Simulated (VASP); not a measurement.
Set up this calculation in VASP 6.6.1, as the native input.

- Task: atomic charges
- Functional: PBE
- Potentials or basis: VASP PAW PBE potentials, release 64 (Hf_pv, Pd, Se, Br, O)
- Cutoff: 520 eV
- k mesh: 8 × 8 × 2
- Occupations: fermi-dirac, width 0.05 eV
- Spin: no spin polarisation
- Further INCAR settings: ALGO = Normal; EDIFF = 1e-06

The structure of Hf2Pd2Se2Br2O3 lies in POSCAR:

```
Hf2Pd2Se2Br2O3
1.0
    7.6772200000     -1.7097100000      0.0000000000
    7.6772200000      1.7097100000      0.0000000000
   -3.9994100000      0.0000000000     12.5875400000
Hf Pd Se Br O
2 2 2 2 3
Direct
    0.0548600000      0.0548600000      0.9385600000
    0.3937200000      0.3937200000      0.7169100000
    0.8208000000      0.8208000000      0.4903600000
    0.6771400000      0.6771400000      0.2569300000
    0.0776800000      0.0776800000      0.1543500000
    0.2100900000      0.2100900000      0.4120000000
    0.4135500000      0.4135500000      0.9548000000
    0.7539600000      0.7539600000      0.7134900000
    0.4029900000      0.4029900000      0.5787300000
    0.6144600000      0.6144600000      0.9269800000
    0.9690600000      0.9690600000      0.7783100000
```

One way to write it, as run:

INCAR

```
PREC     = Accurate       # precision mode
ENCUT    = 520            # plane-wave cutoff, eV
EDIFF    = 1E-6           # SCF threshold, eV
ISMEAR   = -1             # smearing method
SIGMA    = 0.05           # smearing width, eV
LREAL    = False          # projectors in reciprocal space
LASPH    = True           # aspherical terms in the spheres
NELM     = 60             # most SCF steps
ALGO     = Normal         # electronic algorithm
ISIF     = 2              # what is computed and relaxed
LWAVE    = False          # write WAVECAR
LCHARG   = False          # write CHGCAR
GGA      = PE             # functional
LORBIT   = 11             # projections on sites
KPAR     = 4
```

KPOINTS

```
regular mesh
0
Gamma
  8 8 2
```

Potentials or basis: VASP PAW PBE potentials, release 64 (Hf_pv, Pd, Se, Br, O).

The run is started by

```console
$ cat potpaw_PBE.64/Hf_pv/POTCAR potpaw_PBE.64/Pd/POTCAR potpaw_PBE.64/Se/POTCAR potpaw_PBE.64/Br/POTCAR potpaw_PBE.64/O/POTCAR > POTCAR
$ mpirun -np 4 vasp_std > vasp.out
```

It gave:

The pressure is -0.4 GPa, the largest force is 0.143 eV/Å and the band gap on the k mesh is 0.83 eV (least direct gap 0.87 eV). The valence electrons inside the program's atomic spheres are Hf 8.39, 8.46; Pd 9.35, 9.42; Se 3.82, 3.78; Br 4.90; O 4.98, 5.05, 5.07.

Caveat: spin-orbit coupling is left out, which moves the levels of the heavy elements.

Run time: 16 min on 4 MPI ranks on AMD EPYC 7R43 64-Core Processor (Zen 3), on a shared host, peak memory 1.2 GiB a rank.
